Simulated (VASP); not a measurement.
## LaB6: single point with r2SCAN

LaB6:

```xyz
7
Lattice="4.1525 0.0000 0.0000 0.0000 4.1525 0.0000 0.0000 0.0000 4.1525" Properties=species:S:1:pos:R:3 pbc="T T T"
La    0.0000    0.0000    0.0000
B     2.0763    2.0763    0.8308
B     2.0763    2.0763    3.3218
B     2.0763    3.3218    2.0763
B     2.0763    0.8308    2.0763
B     3.3218    2.0763    2.0763
B     0.8308    2.0763    2.0763
```

| Property | Result |
| --- | --- |
| Program | VASP 6.6.1 |
| Task | single point |
| Functional | r2SCAN |
| Potentials or basis | VASP PAW PBE potentials, release 64 (La, B) |
| Cutoff | 520 eV |
| k mesh | 8 × 8 × 8 |
| Occupations | gaussian, width 0.1 eV |
| Spin | no spin polarisation |

The pressure is 0.0 GPa and the largest force is 0.026 eV/Å. The band gap on the k mesh is zero (an odd number of electrons rules out a gap without spin polarisation).

Forces on the atoms (eV/Å):
```
La   0.000  0.000  0.000
B    0.000  0.000 -0.026
B    0.000  0.000  0.026
B    0.000  0.026  0.000
B    0.000 -0.026  0.000
B    0.026  0.000  0.000
B   -0.026  0.000  0.000
```

Levels at points of the mesh, in eV from the Fermi level:
```tsv
k point	band 11	band 12	band 13	band 14	band 15	band 16	band 17	band 18
(0.00, 0.00, 0.00)	-7.48	-1.98	-1.98	-1.98	0.28	0.28	0.28	1.66
(0.50, 0.00, 0.00)	-3.70	-3.70	-3.39	-2.51	-1.58	1.67	1.67	1.71
(0.50, 0.50, 0.00)	-4.71	-4.71	-3.06	-3.06	1.20	1.20	2.22	2.25
(0.50, 0.50, 0.50)	-5.05	-2.53	-2.53	-2.53	1.68	2.02	2.02	2.02
```

Wall time 2.7 min on 1 thread of Oxide Virtual Turin-like Processor (shared host), peak memory 0.19 GiB.

Caveat: the PAW data sets were made with another functional, which shifts forces and pressure a little; spin-orbit coupling is left out, which moves the levels of the heavy elements; an odd number of electrons without spin polarisation forces a metal; a magnetic or distorted state may lie lower.
